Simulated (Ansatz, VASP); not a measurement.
# Two plane-wave programs on Sc4SiN

```xyz
6
Lattice="2.9463 0.0000 0.0000 0.0000 2.9463 0.0000 0.0000 0.0000 11.8420" Properties=species:S:1:pos:R:3 pbc="T T T"
Sc    1.4731    1.4731    1.2857
Sc    0.0000    0.0000    7.7852
Sc    0.0000    0.0000    4.0567
Sc    1.4731    1.4731   10.5563
Si    1.4731    1.4731    5.9210
N     0.0000    0.0000    0.0000
```

Change from the starting cell: species swapped into the Hf4AgPd type (P4/mmm, No. 123).

Alike in both runs: task relaxation of cell and atoms; functional PBE; k mesh 12 × 12 × 4; occupations gaussian, width 0.1 eV; no spin polarisation.

```csv
,VASP,Ansatz
version,VASP 6.6.1,Ansatz 0.2.0
potentials or method,"VASP PAW PBE potentials, release 64 (Sc_sv, Si, N), cutoff 600 eV","scalar-relativistic, plane waves, PAW"
valence electrons in the cell,53,53
```

VASP gave:

- gap on the k mesh at the Fermi level, each at its own relaxed structure (eV): none
- relaxed volume (Å³/atom): 17.18
- relaxed length of the cell vector where the two differ most in proportion (Å): 2.953

Estimate Ansatz's values.

gap on the k mesh at the Fermi level, each at its own relaxed structure (eV): none; relaxed volume (Å³/atom): 17.13; relaxed length of the cell vector where the two differ most in proportion (Å): 2.950.

A gap of «none» marks a metal or a gap that the smearing closes.
